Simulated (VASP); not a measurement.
# TePb (Pm-3m) in VASP: further runs

Aim: see how the results for TePb move with the level of theory and the settings. Levels: PBE, r2SCAN, LDA. Tasks: single point.

Everything below comes from runs of VASP 6.6.1. Logs are shortened: lines on timing, memory, paths and dates and some standing lists are left out, and cuts for length are marked.

**1. The cell of the first run**

It takes space group Pm-3m (No. 221, cubic). Conventional cell: a = 4.002 Å, b = 4.002 Å, c = 4.002 Å, α = 90.00°, β = 90.00°, γ = 90.00°. Within 4.6 Å of Pb (site symmetry m-3m) lie 8 Te at 3.47 Å and 6 Pb at 4.00 Å. Within 4.6 Å of Te (site symmetry m-3m) lie 8 Pb at 3.47 Å and 6 Te at 4.00 Å.

**2. Single point, PBE**

Input file INCAR:

```
PREC = Accurate ; ENCUT = 520
EDIFF = 1E-7 ; ISMEAR = 0
SIGMA = 0.023 ; LREAL = False
LASPH = True ; NELM = 60
ALGO = Normal ; ISIF = 2
LWAVE = False ; LCHARG = False
GGA = PE ; NBANDS = 17
```

Input file KPOINTS:

```
Automatic mesh
0
Gamma
  7 7 7
```

Input file POSCAR:

```
TePb
1.0
    4.0022870000      0.0000000000      0.0000000000
    0.0000000000      4.0022870000      0.0000000000
    0.0000000000      0.0000000000      4.0022870000
Pb Te
1 1
Direct
    0.0000000000      0.0000000000      0.0000000000
    0.5000000000      0.5000000000      0.5000000000
```

Potentials or basis: VASP PAW PBE potentials, release 64 (Pb_d, Te).

The run is started by

```console
cat potpaw_PBE.64/Pb_d/POTCAR potpaw_PBE.64/Te/POTCAR > POTCAR
mpirun -np 1 vasp_std > vasp.out
```

OUTCAR:

```text
PREC = Accurate
   ENCUT = 520
   EDIFF = 1E-7
   ISMEAR = 0
   LREAL = False
   LASPH = True
   NELM = 60
   ISIF = 2
   GGA = PE

 ion  position               nearest neighbor table
   1  0.000  0.000  0.000-   2 3.47   2 3.47   2 3.47   2 3.47   2 3.47   2 3.47   2 3.47   2 3.47

   2  0.500  0.500  0.500-   1 3.47   1 3.47   1 3.47   1 3.47   1 3.47   1 3.47   1 3.47   1 3.47

  LATTYP: Found a simple cubic cell.
 ALAT       =     4.0022870000

  Lattice vectors:

 A1 = (   4.0022870000,   0.0000000000,   0.0000000000)
 A2 = (   0.0000000000,   4.0022870000,   0.0000000000)
 A3 = (   0.0000000000,   0.0000000000,   4.0022870000)

Analysis of symmetry for initial positions (statically):
=====================================================================
 Subroutine PRICEL returns:
 Original cell was already a primitive cell.

 Routine SETGRP: Setting up the symmetry group for a
 simple cubic supercell.

 Subroutine GETGRP returns: Found 48 space group operations
 (whereof 48 operations were pure point group operations)
 out of a pool of 48 trial point group operations.

The static configuration has the point symmetry O_h .

Analysis of symmetry for dynamics (positions and initial velocities):
=====================================================================
 Subroutine PRICEL returns:
 Original cell was already a primitive cell.

 Routine SETGRP: Setting up the symmetry group for a
 simple cubic supercell.

 Subroutine GETGRP returns: Found 48 space group operations
 (whereof 48 operations were pure point group operations)
 out of a pool of 48 trial point group operations.

The dynamic configuration has the point symmetry O_h .

 Subroutine INISYM returns: Found 48 space group operations
 (whereof 48 operations are pure point group operations),
 and found     1 'primitive' translations

----------------------------------------------------------------------------------------

                                     Primitive cell

  volume of cell :      64.1098

  direct lattice vectors                    reciprocal lattice vectors
     4.002287000  0.000000000  0.000000000     0.249857144  0.000000000  0.000000000
     0.000000000  4.002287000  0.000000000     0.000000000  0.249857144  0.000000000
     0.000000000  0.000000000  4.002287000     0.000000000  0.000000000  0.249857144

  length of vectors
     4.002287000  4.002287000  4.002287000     0.249857144  0.249857144  0.249857144

  position of ions in fractional coordinates (direct lattice)
     0.000000000  0.000000000  0.000000000
     0.500000000  0.500000000  0.500000000

  ion indices of the primitive-cell ions
   primitive index   ion index
                 1           1
                 2           2

----------------------------------------------------------------------------------------

 KPOINTS: Automatic mesh

Automatic generation of k-mesh.
 Grid dimensions read from file:
 generate k-points for:    7    7    7

 Generating k-lattice:

  Cartesian coordinates                     Fractional coordinates (reciprocal lattice)
     0.035693878  0.000000000  0.000000000     0.142857143  0.000000000  0.000000000
     0.000000000  0.035693878  0.000000000     0.000000000  0.142857143  0.000000000
     0.000000000  0.000000000  0.035693878     0.000000000  0.000000000  0.142857143

  Length of vectors
     0.035693878  0.035693878  0.035693878

  Shift w.r.t. Gamma in fractional coordinates (k-lattice)
     0.000000000  0.000000000  0.000000000

 Subroutine IBZKPT returns following result:
 ===========================================

 Found     20 irreducible k-points:

 Following reciprocal coordinates:
            Coordinates               Weight
  0.000000  0.000000  0.000000      1.000000
  0.142857  0.000000  0.000000      6.000000
  0.285714  0.000000  0.000000      6.000000
  0.428571  0.000000  0.000000      6.000000
  0.142857  0.142857  0.000000     12.000000
  0.285714  0.142857  0.000000     24.000000
[... 12 lines left out ...]
  0.428571  0.428571  0.285714     24.000000
  0.428571  0.428571  0.428571      8.000000
   k-points           NKPTS =     20   k-points in BZ     NKDIM =     20   number of bands    NBANDS=     17
   number of dos      NEDOS =    301   number of ions     NIONS =      2
   total plane-waves  NPLWV =  27000
   dimension x,y,z NGX =    30 NGY =   30 NGZ =   30
   dimension x,y,z NGXF=    60 NGYF=   60 NGZF=   60
   ions per type =               1   1
   NGX,Y,Z   is equivalent  to a cutoff of  12.46, 12.46, 12.46 a.u.
   NGXF,Y,Z  is equivalent  to a cutoff of  24.92, 24.92, 24.92 a.u.
 SYSTEM =  unknown system
   PREC   = accura    normal or accurate (medium, high low for compatibility)
   ISTART =      0    job   : 0-new  1-cont  2-samecut
   ICHARG =      2    charge: 1-file 2-atom 10-const
   ISPIN  =      1    spin polarized calculation?
   LNONCOLLINEAR =      F non collinear calculations
   LSORBIT =      F    spin-orbit coupling
   LASPH  =      T    aspherical Exc in radial PAW
   ENCUT  =  520.0 eV  38.22 Ry    6.18 a.u.   7.44  7.44  7.44*2*pi/ulx,y,z
   NELM   =     60;   NELMIN=  2; NELMDL= -5     # of ELM steps
   EDIFF  = 0.1E-06   stopping-criterion for ELM
   LREAL  =      F    real-space projection
   EDIFFG = 0.1E-05   stopping-criterion for IOM
   NSW    =      0    number of steps for IOM
   IBRION =     -1    ionic relax: 0-MD 1-quasi-New 2-CG
   NFREE  =      0    steps in history (QN), initial steepest desc. (CG)
   ISIF   =      2    stress and relaxation
   ISYM   =      2    0-nonsym 1-usesym 2-fastsym
   POTIM  = 0.5000    time-step for ionic-motion
   TEBEG  =    0.0;   TEEND  =   0.0 temperature during run
   PSTRESS=    0.0 pullay stress
   NELECT =      20.0000    total number of electrons
   NUPDOWN=      -1.0000    fix difference up-down
   EMIN   =  10.00;   EMAX   =-10.00  energy-range for DOS
   EFERMI =   0.00;   METHOD = LEGACY
   ISMEAR =     0;   SIGMA  =   0.02  broadening in eV -4-tet -1-fermi 0-gaus
   EFERMI_NEDOS =   21; number of points for ismear=-14 and -15
   IALGO  =     38    algorithm
   IMIX   =      4    mixing-type and parameters
     AMIX     =   0.40;   BMIX     =  1.00
     AMIX_MAG =   1.60;   BMIX_MAG =  1.00
  volume/ion in A,a.u.               =      32.05       216.32
  Fermi-wavevector in a.u.,A,eV,Ry     =   1.110307  2.098177 16.773027  1.232783
  Thomas-Fermi vector in A             =   2.246857
   LORBIT       =      0    0 simple, 1 ext, 2 COOP (PROOUT), +10 PAW based schemes
   GGA     = PE    functional components
   LHFCALC =     F    Hartree Fock is set to
   AEXX    =    0.0000 exact exchange contribution
   IVDW    =     0    specifies the selected vdW correction
   LEPSILON=     F    determine dielectric tensor
   LRPA    =     F    only Hartree local field effects (RPA)
 non-spin polarized calculation
 Gauss-broadening in eV      SIGMA  =   0.02
  energy-cutoff  :      520.00
  volume of cell :       64.11
 maximum number of plane-waves:      1751
 NGX is ok and might be reduce to    30
   NGX = 15   NGY = 15   NGZ = 15

 number of electron      20.0000009 magnetization

 Free energy of the ion-electron system (eV)
  ---------------------------------------------------
  ext. energy  EPLUGINS =         0.00000000
  ---------------------------------------------------
  free energy    TOTEN  =        -7.05232406 eV

  energy without entropy =       -7.05064511  energy(sigma->0) =       -7.05148459

 E-fermi :   6.4001     XC(G=0):  -9.6815

 val. band max:        6.3982895600   @ k =   0.4286   0.2857   0.0000
 cond. band min:       6.4092177859   @ k =   0.4286   0.4286   0.2857
 fundamental gap:      0.0109282259
 Fermi energy:         6.4001328600

 k-point     1 :       0.0000    0.0000    0.0000
  band No.  band energies     occupation
      1     -10.7859      2.00000
      2     -10.7859      2.00000
      3     -10.7027      2.00000
      4     -10.7027      2.00000
      5     -10.7027      2.00000
      6      -5.7669      2.00000
[... 9 lines left out ...]
     16      16.3461      0.00000
     17      17.4100      0.00000

 k-point     2 :       0.1429    0.0000    0.0000
  band No.  band energies     occupation
      1     -10.7853      2.00000
      2     -10.7729      2.00000
      3     -10.7075      2.00000
      4     -10.7075      2.00000
      5     -10.7024      2.00000
      6      -5.6048      2.00000
[... 9 lines left out ...]
     16      16.4264      0.00000
     17      16.7866      0.00000

 k-point     3 :       0.2857    0.0000    0.0000
  band No.  band energies     occupation
      1     -10.7838      2.00000
      2     -10.7438      2.00000
      3     -10.7181      2.00000
      4     -10.7181      2.00000
      5     -10.7016      2.00000
      6      -5.1447      2.00000
[... 9 lines left out ...]
     16      14.6946      0.00000
     17      16.9726      0.00000

 k-point     4 :       0.4286    0.0000    0.0000
  band No.  band energies     occupation
      1     -10.7826      2.00000
      2     -10.7266      2.00000
      3     -10.7266      2.00000
      4     -10.7205      2.00000
      5     -10.7010      2.00000
      6      -4.5525      2.00000
[... 9 lines left out ...]
     16      16.9772      0.00000
     17      17.8153      0.00000

 k-point     5 :       0.1429    0.1429    0.0000
  band No.  band energies     occupation
      1     -10.7785      2.00000
      2     -10.7659      2.00000
      3     -10.7130      2.00000
      4     -10.7076      2.00000
      5     -10.7065      2.00000
      6      -5.4448      2.00000
[... 9 lines left out ...]
     16      15.3515      0.00000
     17      15.8591      0.00000

 k-point     6 :       0.2857    0.1429    0.0000
  band No.  band energies     occupation
      1     -10.7748      2.00000
      2     -10.7387      2.00000
      3     -10.7253      2.00000
      4     -10.7174      2.00000
      5     -10.7059      2.00000
      6      -4.9942      2.00000
[... 9 lines left out ...]
     16      14.8493      0.00000
     17      15.6043      0.00000

 k-point     7 :       0.4286    0.1429    0.0000
  band No.  band energies     occupation
      1     -10.7733      2.00000
      2     -10.7351      2.00000
      3     -10.7257      2.00000
      4     -10.7155      2.00000
      5     -10.7051      2.00000
      6      -4.4269      2.00000
[... 9 lines left out ...]
     16      16.0915      0.00000
     17      16.3044      0.00000

 k-point     8 :       0.2857    0.2857    0.0000
  band No.  band energies     occupation
      1     -10.7625      2.00000
      2     -10.7412      2.00000
      3     -10.7196      2.00000
      4     -10.7166      2.00000
      5     -10.7148      2.00000
      6      -4.5822      2.00000
[... 9 lines left out ...]
     16      14.6818      0.00000
     17      15.1497      0.00000
[... 123 lines left out ...]
      1     -10.7519      2.00000
      2     -10.7444      2.00000
      3     -10.7303      2.00000
      4     -10.7199      2.00000
      5     -10.6979      2.00000
      6      -4.0072      2.00000
[... 9 lines left out ...]
     16      15.0308      0.00000
     17      16.5953      0.00000

 k-point    16 :       0.4286    0.4286    0.1429
  band No.  band energies     occupation
      1     -10.7657      2.00000
      2     -10.7361      2.00000
      3     -10.7282      2.00000
      4     -10.7278      2.00000
      5     -10.6806      2.00000
      6      -3.7157      2.00000
[... 9 lines left out ...]
     16      15.3772      0.00000
     17      16.2127      0.00000

 k-point    17 :       0.2857    0.2857    0.2857
  band No.  band energies     occupation
      1     -10.7400      2.00000
      2     -10.7333      2.00000
      3     -10.7333      2.00000
      4     -10.7178      2.00000
      5     -10.7178      2.00000
      6      -4.1151      2.00000
[... 9 lines left out ...]
     16      15.3004      0.00000
     17      17.6061      0.00000

 k-point    18 :       0.4286    0.2857    0.2857
  band No.  band energies     occupation
      1     -10.7494      2.00000
      2     -10.7433      2.00000
      3     -10.7322      2.00000
      4     -10.7171      2.00000
      5     -10.6932      2.00000
      6      -3.7643      2.00000
[... 9 lines left out ...]
     16      15.9401      0.00000
     17      18.2381      0.00000

 k-point    19 :       0.4286    0.4286    0.2857
  band No.  band energies     occupation
      1     -10.7590      2.00000
      2     -10.7423      2.00000
      3     -10.7417      2.00000
      4     -10.7047      2.00000
      5     -10.6800      2.00000
      6      -3.5392      2.00000
[... 9 lines left out ...]
     16      17.4610      0.00000
     17      18.6434      0.00000

 k-point    20 :       0.4286    0.4286    0.4286
  band No.  band energies     occupation
      1     -10.7545      2.00000
      2     -10.7527      2.00000
      3     -10.7527      2.00000
      4     -10.6794      2.00000
      5     -10.6794      2.00000
      6      -3.3816      2.00000
[... 9 lines left out ...]
     16      18.8132      0.00000
     17      20.8019      0.00000

------------------------ aborting loop because EDIFF is reached ----------------------------------------

  FORCE on cell =-STRESS in cart. coord.  units (eV):
  Direction    XX          YY          ZZ          XY          YZ          ZX
  --------------------------------------------------------------------------------------
  -------------------------------------------------------------------------------------
  Total        0.0183088      0.0183088      0.0183088     -0.0000000      0.0000000     -0.0000000
  in kB        0.4575582      0.4575582      0.4575582     -0.0000000      0.0000000     -0.0000000
  external PRESSURE =       0.4575582 kB  Pullay stress =       0.0000000 kB

 VOLUME and BASIS-vectors are now :
 -----------------------------------------------------------------------------
  energy-cutoff  :      520.00
  volume of cell :       64.11
      direct lattice vectors                 reciprocal lattice vectors
     4.002287000  0.000000000  0.000000000     0.249857144  0.000000000  0.000000000
     0.000000000  4.002287000  0.000000000     0.000000000  0.249857144  0.000000000
     0.000000000  0.000000000  4.002287000     0.000000000  0.000000000  0.249857144

 POSITION                                       TOTAL-FORCE (eV/Angst)
 -----------------------------------------------------------------------------------
      0.00000      0.00000      0.00000         0.000000      0.000000      0.000000
      2.00114      2.00114      2.00114         0.000000      0.000000      0.000000
 -----------------------------------------------------------------------------------
    total drift:                                0.000000     -0.000000     -0.000000

  FREE ENERGIE OF THE ION-ELECTRON SYSTEM (eV)
  ---------------------------------------------------
  free  energy   TOTEN  =        -7.0523240648 eV

  energy  without entropy=       -7.0506451069  energy(sigma->0) =       -7.05148459
```

Run time: 16 s. Hardware: 1 thread of Intel Xeon 6975P-C, shared host; peak memory 0.18 GiB.

Results:

```yaml
Free_energy: -7.0523 eV
Pressure: 0.0 GPa
Band_gap_on_the_k_mesh: zero (band 10 reaches 6.57 eV, above the bottom of band 11 at 5.77 eV)
```

Levels at points of the mesh, in eV from the Fermi level:
```csv
k point,band 6,band 7,band 8,band 9,band 10,band 11,band 12,band 13,band 14,band 15
"(0.00, 0.00, 0.00)",-12.17,-6.79,-1.57,-1.57,-1.57,4.00,4.00,5.22,5.22,5.22
```

Caveat: spin-orbit coupling is left out, which moves the levels of the heavy elements.

**3. Single point, r2SCAN, non-collinear spin, zero start, spin-orbit coupling**

POSCAR is that of step 2.

Input file INCAR.step1:

```
SYSTEM = TePb
ALGO     = Normal         ! electronic algorithm
EDIFF    = 1E-4           ! SCF threshold, eV
ENCUT    = 520            ! plane-wave cutoff, eV
GGA      = PE             ! functional
GGA_COMPAT= .False.      
ISMEAR   = -1             ! smearing method
LASPH    = .True.         ! aspherical terms in the spheres
LCHARG   = .False.        ! write CHGCAR
LREAL    = .False.        ! projectors in reciprocal space
LSORBIT  = .True.         ! spin-orbit coupling
LWAVE    = .True.         ! write WAVECAR
MAGMOM   = 0 0 0 0 0 0    ! initial moments
NBANDS   = 32             ! bands
NELM     = 150            ! most SCF steps
PREC     = Accurate       ! precision mode
SIGMA    = 0.05           ! smearing width, eV
```

Input file INCAR.step2:

```
SYSTEM = TePb
ALGO     = Normal         ! electronic algorithm
EDIFF    = 1E-6           ! SCF threshold, eV
ENCUT    = 520            ! plane-wave cutoff, eV
GGA_COMPAT= .False.      
ISIF     = 2              ! what is computed and relaxed
ISMEAR   = -1             ! smearing method
ISTART   = 1            
LASPH    = .True.         ! aspherical terms in the spheres
LCHARG   = .False.        ! write CHGCAR
LMIXTAU  = .True.       
LORBIT   = 11             ! projections on sites
LORBMOM  = .True.       
LREAL    = .False.        ! projectors in reciprocal space
LSORBIT  = .True.         ! spin-orbit coupling
LWAVE    = .False.        ! write WAVECAR
MAGMOM   = 0 0 0 0 0 0    ! initial moments
METAGGA  = R2SCAN         ! meta-GGA
NBANDS   = 32             ! bands
NELM     = 150            ! most SCF steps
PREC     = Accurate       ! precision mode
SIGMA    = 0.05           ! smearing width, eV
```

Input file KPOINTS:

```
k-points
0
Gamma
  5 5 5
  0 0 0
```

Potentials or basis: VASP PAW PBE potentials, release 64 (Pb_d, Te).

The run is started by

```console
cat potpaw_PBE.64/Pb_d/POTCAR potpaw_PBE.64/Te/POTCAR > POTCAR
cp INCAR.step1 INCAR
mpirun -np 1 vasp_ncl > vasp.out
cp INCAR.step2 INCAR
mpirun -np 1 vasp_ncl > vasp.out
```

Run time: 2.8 min. Hardware: 1 thread of Intel Xeon 6975P-C, shared host; peak memory 0.33 GiB.

It converged, with:

```yaml
Free_energy: -82.6813 eV
Pressure: -0.2 GPa
Net_moment: 0.00 μB per cell
Valence_electrons_inside_the_program's_atomic_spheres: Pb 11.81; Te 3.40
```

Moments on the atoms (μB; x, y, z):
```
Pb  0.00 0.00 0.00
Te  0.00 0.00 0.00
```

Caveat: the PAW data sets were made with another functional, which shifts forces and pressure a little.

**4. Single point, LDA**

This run uses another cell than the first one, of 29.13 Å³/atom, 0.909 times its volume.

Input file INCAR:

```
SYSTEM = TePb
PREC = Accurate ; ENCUT = 520
EDIFF = 1E-7 ; ISMEAR = -1
SIGMA = 0.05 ; LREAL = .FALSE.
LASPH = .TRUE. ; NELM = 80
ALGO = Normal ; ISIF = 2
LWAVE = .FALSE. ; LCHARG = .FALSE.
GGA = CA ; NBANDS = 17
```

Input file KPOINTS:

```
Automatic mesh
0
G
  7 7 7
  0 0 0
```

Input file POSCAR:

```
TePb
1.0
    3.8766956048      0.0000000000      0.0000000000
    0.0000000000      3.8766956048      0.0000000000
    0.0000000000      0.0000000000      3.8766956048
Pb Te
1 1
Direct
    0.0000000000      0.0000000000      0.0000000000
    0.5000000000      0.5000000000      0.5000000000
```

Potentials or basis: VASP PAW LDA potentials, release 64 (Pb_d, Te).

The run is started by

```console
cat potpaw_LDA.64/Pb_d/POTCAR potpaw_LDA.64/Te/POTCAR > POTCAR
mpirun -np 1 vasp_std > vasp.out
```

Run time: 24 s. Hardware: 1 thread of AMD EPYC, shared host; peak memory 0.13 GiB.

Results (log left out):

* Free energy: -8.3732 eV
* Pressure: 0.0 GPa
* Band gap on the k mesh: zero (band 10 reaches 7.50 eV, above the bottom of band 11 at 6.45 eV)

Levels at points of the mesh, in eV from the Fermi level:
```tsv
k point	band 8	band 9	band 10	band 11	band 12	band 13
(0.00, 0.00, 0.00)	-1.72	-1.72	-1.72	3.97	3.97	5.89
```

Caveat: spin-orbit coupling is left out, which moves the levels of the heavy elements.

**5. The runs side by side**

```tsv
level	potentials or basis	spin	cell	k mesh	smearing	gap on the mesh (eV)	pressure (GPa)
PBE	VASP PAW PBE potentials, release 64 (Pb_d, Te)	off	a = 4.002 Å, 2 atoms	7 × 7 × 7	gaussian 0.023 eV	none	0.0
r2SCAN	VASP PAW PBE potentials, release 64 (Pb_d, Te)	non-collinear, zero start, SOC	a = 4.002 Å, 2 atoms	5 × 5 × 5	fermi-dirac 0.05 eV	-	-0.2
LDA	VASP PAW LDA potentials, release 64 (Pb_d, Te)	off	a = 3.877 Å, 2 atoms	7 × 7 × 7	fermi-dirac 0.05 eV	none	0.0
```

Alike in all rows: task single point; cutoff (eV) 520.

Caveats: spin-orbit coupling is left out, which moves the levels of the heavy elements (some runs); the PAW data sets were made with another functional, which shifts forces and pressure a little (some runs).

Absolute energies hang on the potentials; compare differences alone.
